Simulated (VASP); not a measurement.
Write the native input for VASP 6.6.1 that does the following.

| Quantity | Value |
| --- | --- |
| Task | relaxation of cell and atoms |
| Functional | PBEsol |
| Potentials or basis | VASP PAW PBE potentials, release 64 (Ga_d, As, N) |
| Cutoff | 600 eV |
| k mesh | 4 × 4 × 4 |
| Occupations | fermi-dirac, width 0.03 eV |
| Spin | no spin polarisation |
| Dipole correction | no |
| Further INCAR settings | ALGO = Normal; EDIFF = 1e-06; IBRION = 2; EDIFFG = -0.01; NSW = 100; ISIF = 3 |

The structure of GaAs3N4 lies in POSCAR:

```
GaAs3N4
1.0
    4.9349104200      0.0000000000      0.0000000000
    0.0000000000      4.9349104200      0.0000000000
    0.0000000000      0.0000000000      4.9349104200
Ga As N
1 3 4
Direct
    0.0000000000      0.0000000000      0.0000000000
    0.0000000000      0.5000000000      0.5000000000
    0.5000000000      0.0000000000      0.5000000000
    0.5000000000      0.5000000000      0.0000000000
    0.2498341100      0.2498341100      0.2498341100
    0.7501658900      0.7501658900      0.2498341100
    0.2498341100      0.7501658900      0.7501658900
    0.7501658900      0.2498341100      0.7501658900
```

These files were run (other wordings do the same):

INCAR

```
SYSTEM = GaAs3N4
PREC = Accurate
ENCUT = 600
EDIFF = 1E-6
ISMEAR = -1
SIGMA = 0.03
LREAL = .FALSE.
LASPH = .TRUE.
NELM = 80
ALGO = Normal
ISIF = 3
LWAVE = .FALSE.
LCHARG = .FALSE.
GGA = PS
IBRION = 2
NSW = 100
EDIFFG = -0.01
```

KPOINTS

```
regular mesh
0
G
  4 4 4
  0 0 0
```

Potentials or basis: VASP PAW PBE potentials, release 64 (Ga_d, As, N).

The run is started by

```sh
$ cat potpaw_PBE.64/Ga_d/POTCAR potpaw_PBE.64/As/POTCAR potpaw_PBE.64/N/POTCAR > POTCAR
$ mpirun -np 1 vasp_std > vasp.out
```

Results of the run:

```
Relaxed volume                        : 14.15 Å³/atom
Relaxed cell                          : a = 4.837 Å, b = 4.837 Å, c = 4.837 Å, α = 90.00°, β = 90.00°, γ = 90.00°
Space group after relaxing (to 0.1 Å) : P-43m (No. 215)
Energy gained by relaxing             : 36.1 meV/atom
Ionic steps                           : 8
Pressure after relaxing               : 0.0 GPa
Largest force after relaxing          : 0.005 eV/Å
Band gap on the k mesh                : zero (bands 24 and 25 overlap by 1.22 eV)
```

Caveat: the PAW data sets were made with another functional, which shifts forces and pressure a little.

Run time: 7.4 min on 1 thread of AMD EPYC 7R13, with other jobs on the host, peak memory 0.24 GiB.
